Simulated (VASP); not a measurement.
# HfO2 (R3m) in VASP: a series of runs

HfO2 is run at these levels: PBE; tasks: single point.

All numbers are computed with VASP 6.6.1; they aren't measurements. Logs are shortened: lines on timing, memory, paths and dates and some standing lists are left out, and cuts for length are marked.

### 1 The cell of the first run

The structure is trigonal, space group R3m (No. 160). Conventional cell: a = 3.617 Å, b = 3.617 Å, c = 8.859 Å, α = 90.00°, β = 90.00°, γ = 120.00°. Within 2.8 Å of Hf (site symmetry 3m) lie 8 O at 2.13 to 2.30 Å. Within 2.9 Å of O (site symmetry 3m) lie 4 Hf at 2.19 to 2.30 Å and 6 O at 2.56 Å. Within 2.8 Å of O (site symmetry 3m) lie 4 Hf at 2.13 to 2.25 Å and 6 O at 2.56 Å.

### 2 Single point, PBE (atoms displaced along a vibrational mode)

INCAR reads:

```
PREC     = Accurate       # precision mode
ENCUT    = 520            # plane-wave cutoff, eV
EDIFF    = 1E-6           # SCF threshold, eV
ISMEAR   = 0              # smearing method
SIGMA    = 0.05           # smearing width, eV
LREAL    = F              # projectors in reciprocal space
LASPH    = T              # aspherical terms in the spheres
NELM     = 100            # most SCF steps
ALGO     = Normal         # electronic algorithm
ISIF     = 2              # what is computed and relaxed
LWAVE    = F              # write WAVECAR
LCHARG   = F              # write CHGCAR
GGA      = PE             # functional
NBANDS   = 18             # bands
```

KPOINTS reads:

```
regular mesh
0
Gamma
  8 8 8
```

POSCAR reads:

```
HfO2
1.0
    0.0000000000      2.5575000000      2.5575000000
    2.5575000000      0.0000000000      2.5575000000
    2.5575000000      2.5575000000      0.0000000000
Hf O
1 2
Direct
   -0.0015176402     -0.0015176402     -0.0015176402
    0.2584655465      0.2584655465      0.2584655465
    0.7584655465      0.7584655465      0.7584655465
```

Potentials or basis: VASP PAW PBE potentials, release 64 (Hf_pv, O).

Started as:

```sh
$ cat potpaw_PBE.64/Hf_pv/POTCAR potpaw_PBE.64/O/POTCAR > POTCAR
$ mpirun -np 1 vasp_std > vasp.out
```

OUTCAR:

```text
PREC = Accurate
   ENCUT = 520
   EDIFF = 1E-6
   ISMEAR = 0
   LREAL = F
   LASPH = T
   NELM = 100
   ISIF = 2
   GGA = PE

 ion  position               nearest neighbor table
   1  0.998  0.998  0.998-   3 2.13   2 2.19   2 2.19   2 2.19   3 2.25   3 2.25   3 2.25   2 2.30

   2  0.258  0.258  0.258-   1 2.19   1 2.19   1 2.19   1 2.30
   3  0.758  0.758  0.758-   1 2.13   1 2.25   1 2.25   1 2.25

  LATTYP: Found a face centered cubic cell.
 ALAT       =     5.1150000000

  Lattice vectors:

 A1 = (   0.0000000000,   2.5575000000,   2.5575000000)
 A2 = (   2.5575000000,   0.0000000000,   2.5575000000)
 A3 = (   2.5575000000,   2.5575000000,   0.0000000000)

Analysis of symmetry for initial positions (statically):
=====================================================================
 Subroutine PRICEL returns:
 Original cell was already a primitive cell.

 Routine SETGRP: Setting up the symmetry group for a
 face centered cubic supercell.

 Subroutine GETGRP returns: Found  6 space group operations
 (whereof  6 operations were pure point group operations)
 out of a pool of 48 trial point group operations.

The static configuration has the point symmetry C_3v.

Analysis of symmetry for dynamics (positions and initial velocities):
=====================================================================
 Subroutine PRICEL returns:
 Original cell was already a primitive cell.

 Routine SETGRP: Setting up the symmetry group for a
 face centered cubic supercell.

 Subroutine GETGRP returns: Found  6 space group operations
 (whereof  6 operations were pure point group operations)
 out of a pool of 48 trial point group operations.

The dynamic configuration has the point symmetry C_3v.

 Subroutine INISYM returns: Found  6 space group operations
 (whereof  6 operations are pure point group operations),
 and found     1 'primitive' translations

----------------------------------------------------------------------------------------

                                     Primitive cell

  volume of cell :      33.4562

  direct lattice vectors                    reciprocal lattice vectors
     0.000000000  2.557500000  2.557500000    -0.195503421  0.195503421  0.195503421
     2.557500000  0.000000000  2.557500000     0.195503421 -0.195503421  0.195503421
[... 85 lines left out ...]
   ENCUT  =  520.0 eV  38.22 Ry    6.18 a.u.   6.72  6.72  6.72*2*pi/ulx,y,z
   NELM   =    100;   NELMIN=  2; NELMDL= -5     # of ELM steps
   EDIFF  = 0.1E-05   stopping-criterion for ELM
   LREAL  =      F    real-space projection
   EDIFFG = 0.1E-04   stopping-criterion for IOM
   NSW    =      0    number of steps for IOM
   IBRION =     -1    ionic relax: 0-MD 1-quasi-New 2-CG
   NFREE  =      0    steps in history (QN), initial steepest desc. (CG)
   ISIF   =      2    stress and relaxation
   ISYM   =      2    0-nonsym 1-usesym 2-fastsym
   POTIM  = 0.5000    time-step for ionic-motion
   TEBEG  =    0.0;   TEEND  =   0.0 temperature during run
   PSTRESS=    0.0 pullay stress
   NELECT =      22.0000    total number of electrons
   NUPDOWN=      -1.0000    fix difference up-down
   EMIN   =  10.00;   EMAX   =-10.00  energy-range for DOS
   EFERMI =   0.00;   METHOD = LEGACY
   ISMEAR =     0;   SIGMA  =   0.05  broadening in eV -4-tet -1-fermi 0-gaus
   EFERMI_NEDOS =   21; number of points for ismear=-14 and -15
   IALGO  =     38    algorithm
   IMIX   =      4    mixing-type and parameters
     AMIX     =   0.40;   BMIX     =  1.00
     AMIX_MAG =   1.60;   BMIX_MAG =  1.00
  volume/ion in A,a.u.               =      11.15        75.26
  Fermi-wavevector in a.u.,A,eV,Ry     =   1.423607  2.690227 27.574337  2.026657
  Thomas-Fermi vector in A             =   2.544186
   LORBIT       =      0    0 simple, 1 ext, 2 COOP (PROOUT), +10 PAW based schemes
   GGA     = PE    functional components
   LHFCALC =     F    Hartree Fock is set to
   AEXX    =    0.0000 exact exchange contribution
   IVDW    =     0    specifies the selected vdW correction
   LEPSILON=     F    determine dielectric tensor
   LRPA    =     F    only Hartree local field effects (RPA)
 non-spin polarized calculation
 Gauss-broadening in eV      SIGMA  =   0.05
  energy-cutoff  :      520.00
  volume of cell :       33.46
 maximum number of plane-waves:       934
   NGX = 13   NGY = 13   NGZ = 13

 number of electron      22.0000006 magnetization

 Free energy of the ion-electron system (eV)
  ---------------------------------------------------
  ext. energy  EPLUGINS =         0.00000000
  ---------------------------------------------------
  free energy    TOTEN  =       -30.21759641 eV

  energy without entropy =      -30.21759641  energy(sigma->0) =      -30.21759641

 E-fermi :   4.3284     XC(G=0): -11.6945

 val. band max:        4.0577577909   @ k =   0.5000   0.5000   0.0000
 cond. band min:       7.8078195163   @ k =   0.5000   0.5000   0.0000
 fundamental gap:      3.7500617254
 Fermi energy:         4.3283857914

 k-point     1 :       0.0000    0.0000    0.0000
  band No.  band energies     occupation
      1     -25.7483      2.00000
      2     -25.7406      2.00000
      3     -25.7406      2.00000
      4     -14.5176      2.00000
      5     -11.6444      2.00000
      6      -1.1296      2.00000
[... 481 lines left out ...]
      5     -12.2905      2.00000
      6      -0.6976      2.00000
[... 10 lines left out ...]
     17      13.7183      0.00000
     18      16.4725      0.00000

 [... further k-points ...]

------------------------ aborting loop because EDIFF is reached ----------------------------------------

  FORCE on cell =-STRESS in cart. coord.  units (eV):
  Direction    XX          YY          ZZ          XY          YZ          ZX
  --------------------------------------------------------------------------------------
  -------------------------------------------------------------------------------------
  Total       -1.0852392     -1.0852392     -1.0852392      0.0918687      0.0918687      0.0918687
  in kB      -51.9707668    -51.9707668    -51.9707668      4.3994771      4.3994771      4.3994771
  external PRESSURE =     -51.9707668 kB  Pullay stress =       0.0000000 kB

 VOLUME and BASIS-vectors are now :
 -----------------------------------------------------------------------------
  energy-cutoff  :      520.00
  volume of cell :       33.46
      direct lattice vectors                 reciprocal lattice vectors
     0.000000000  2.557500000  2.557500000    -0.195503421  0.195503421  0.195503421
     2.557500000  0.000000000  2.557500000     0.195503421 -0.195503421  0.195503421
     2.557500000  2.557500000  0.000000000     0.195503421  0.195503421 -0.195503421

 POSITION                                       TOTAL-FORCE (eV/Angst)
 -----------------------------------------------------------------------------------
      5.10724      5.10724      5.10724         0.219116      0.219116      0.219116
      1.32205      1.32205      1.32205        -0.057182     -0.057182     -0.057182
      3.87955      3.87955      3.87955        -0.161934     -0.161934     -0.161934
 -----------------------------------------------------------------------------------
    total drift:                                0.000100      0.000100      0.000100

  FREE ENERGIE OF THE ION-ELECTRON SYSTEM (eV)
  ---------------------------------------------------
  free  energy   TOTEN  =       -30.2175964087 eV

  energy  without entropy=      -30.2175964087  energy(sigma->0) =      -30.21759641
```

stdout:

```text
POSCAR found type information on POSCAR HfO
 POSCAR found :  2 types and       3 ions
 scaLAPACK will be used
 LDA part: xc-table for (Slater+PW92), standard interpolation
 POSCAR, INCAR and KPOINTS ok, starting setup
 FFT: planning ... GRIDC
 FFT: planning ... GRID_SOFT
 FFT: planning ... GRID
 WAVECAR not read
 entering main loop
```

Run time: 28 s. Hardware: 1 thread of Intel Xeon Platinum 8375C at 2.90GHz (Ice Lake), shared host; peak memory 0.18 GiB.

What came out:

* Free energy: -30.2176 eV
* Pressure: -5.2 GPa
* Largest force: 0.380 eV/Å
* Band gap on the k mesh: 3.75 eV

Forces in eV/Å, atoms in the order of the input:
```
Hf   0.219  0.219  0.219
O   -0.057 -0.057 -0.057
O   -0.162 -0.162 -0.162
```

Levels at points of the mesh, in eV from the valence-band top:
| k point | band 7 | band 8 | band 9 | band 10 | band 11 | band 12 | band 13 | band 14 | band 15 | band 16 |
| --- | --- | --- | --- | --- | --- | --- | --- | --- | --- | --- |
| (0.00, 0.00, 0.00) | -5.19 | -5.16 | -0.66 | -0.66 | -0.61 | 3.90 | 3.90 | 5.60 | 10.02 | 10.06 |
| (0.50, 0.00, 0.00) | -4.17 | -3.01 | -2.65 | -1.84 | -1.83 | 4.54 | 4.54 | 6.71 | 8.94 | 9.07 |
| (0.50, 0.50, 0.50) | -4.19 | -3.05 | -2.65 | -1.81 | -1.81 | 4.53 | 4.53 | 6.56 | 9.09 | 9.09 |
| (0.50, 0.50, 0.00) | -3.43 | -3.42 | -1.54 | -1.47 | 0.00 | 3.75 | 5.36 | 6.42 | 7.86 | 7.96 |

Caveat: the cell differs from its parent crystal (atoms displaced along a vibrational mode); the cell stands under tension; spin-orbit coupling is left out, which moves the levels of the heavy elements. A k mesh can miss the band edges.

### 3 Single point, PBE (atoms displaced along a vibrational mode)

INCAR reads:

```
ALGO = Normal
EDIFF = 1E-7
ENCUT = 520
GGA = PE
ISIF = 2
ISMEAR = 0
LASPH = T
LCHARG = T
LELF = T
LREAL = F
LVHAR = T
LWAVE = F
NBANDS = 18
NELM = 100
PREC = Accurate
SIGMA = 0.05
```

KPOINTS reads:

```
k-points
0
Gamma
  8 8 8
```

POSCAR reads:

```
HfO2
1.0
    0.0000000000      2.5575000000      2.5575000000
    2.5575000000      0.0000000000      2.5575000000
    2.5575000000      2.5575000000      0.0000000000
Hf O
1 2
Direct
   -0.0005058801     -0.0005058801     -0.0005058801
    0.2528218488      0.2528218488      0.2528218488
    0.7528218488      0.7528218488      0.7528218488
```

Potentials or basis: VASP PAW PBE potentials, release 64 (Hf_pv, O).

Started as:

```sh
$ cat potpaw_PBE.64/Hf_pv/POTCAR potpaw_PBE.64/O/POTCAR > POTCAR
$ mpirun -np 1 vasp_std > vasp.out
```

Wall time 32 s (1 thread of Intel Xeon Platinum 8375C at 2.90GHz (Ice Lake), shared host); peak memory 0.18 GiB.

The run converged. Its results:

| Item | Value |
| --- | --- |
| Free energy | -30.2319 eV |
| Pressure | -5.9 GPa |
| Largest force | 0.116 eV/Å |
| Band gap on the k mesh | 3.73 eV |

Forces on the atoms (eV/Å):
```
Hf   0.067  0.067  0.067
O   -0.028 -0.028 -0.028
O   -0.039 -0.039 -0.039
```

Levels at points of the mesh, in eV from the valence-band top:
| k point | band 9 | band 10 | band 11 | band 12 | band 13 | band 14 |
| --- | --- | --- | --- | --- | --- | --- |
| (0.00, 0.00, 0.00) | -0.60 | -0.60 | -0.60 | 3.82 | 3.82 | 5.62 |
| (0.50, 0.00, 0.00) | -2.67 | -1.80 | -1.80 | 4.51 | 4.51 | 6.73 |
| (0.50, 0.50, 0.50) | -2.67 | -1.80 | -1.80 | 4.51 | 4.51 | 6.71 |
| (0.50, 0.50, 0.00) | -1.49 | -1.48 | 0.00 | 3.73 | 5.36 | 6.40 |

Caveat: the cell differs from its parent crystal (atoms displaced along a vibrational mode); the cell stands under tension; spin-orbit coupling is left out, which moves the levels of the heavy elements. A k mesh can miss the band edges.
